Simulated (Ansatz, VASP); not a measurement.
## Two plane-wave programs on PbS

POSCAR

```
PbS
1.0
    4.1699082012      0.0000000000      0.0000000000
   -2.0849541005      3.6112464337      0.0000000000
    0.0000000000      0.0000000000      3.8624636467
Pb S
1 1
Direct
    0.0000000000      0.0000000000      0.0000000000
    0.6666666667      0.3333333333      0.5000000000
```

INCAR.step1

```
  PREC = Accurate
  ENCUT = 520
  EDIFF = 1E-5
  ISMEAR = -1
  SIGMA = 0.05
  LREAL = F
  LASPH = T
  NELM = 60
  ALGO = Normal
  ISIF = 2
  LWAVE = T
  LCHARG = F
  GGA = PE
  NBANDS = 17
```

The input INCAR.step2:

```
  PREC = Accurate
  ENCUT = 520
  EDIFF = 1E-6
  ISMEAR = -1
  SIGMA = 0.05
  LREAL = F
  LASPH = T
  NELM = 60
  ALGO = Normal
  ISIF = 2
  LWAVE = F
  LCHARG = F
  GGA = PE
  LHFCALC = T
  HFSCREEN = 0.2079
  PRECFOCK = Normal
  ISTART = 1
  NBANDS = 17
```

The input KPOINTS:

```
regular mesh
0
Gamma
  4 4 4
```

Contents of input:

```
crystal:
  lattice:
    - [4.1699082012, 0.0, 0.0]
    - [-2.0849541005, 3.6112464337, 0.0]
    - [0.0, 0.0, 3.8624636467]
  atoms:
    - { symbol: Pb, position: [0.0, 0.0, 0.0] }
    - { symbol: S, position: [0.6666666667, 0.3333333333, 0.5] }
hamiltonian:
  xc: hse06
  pseudopotentials: { kind: paw }
kpoints:
  mp_grid: { grid: [4, 4, 4] }
scf:
  occupations: { method: fermi_dirac, width: 0.05 }
output:
  forces: true
  stress: true
  eigenvalues: true
```

Alike in both runs: task single point; functional HSE06; k mesh 4 × 4 × 4; occupations fermi-dirac, width 0.05 eV; no spin polarisation.

|  | VASP | Ansatz |
| --- | --- | --- |
| version | VASP 6.6.1 | Ansatz 0.2.0 |
| potentials or method | VASP PAW PBE potentials, release 64 (Pb_d, S) | Ansatz PAW |
| plane-wave cutoff (eV) | 520 | 420 |
| valence electrons in the cell | 20 | 20 |

Ansatz gave:

- gap on the k mesh at the Fermi level (eV): 0.93
- least direct gap on the mesh (eV): 1.43
- pressure (GPa): -3.7
- traceless stress, the component that is largest in VASP (GPa): -0.51

**Question.** Which values does VASP return?

**Answer.** gap on the k mesh at the Fermi level (eV): 0.93; least direct gap on the mesh (eV): 1.43; pressure (GPa): -3.8; traceless stress, the component that is largest in VASP (GPa): -0.52.

The functional is the same, so the differences come from potentials, cutoffs and numerics.

The k mesh is coarse, so the values compare programs but aren't converged. Neither program's run includes spin-orbit coupling.
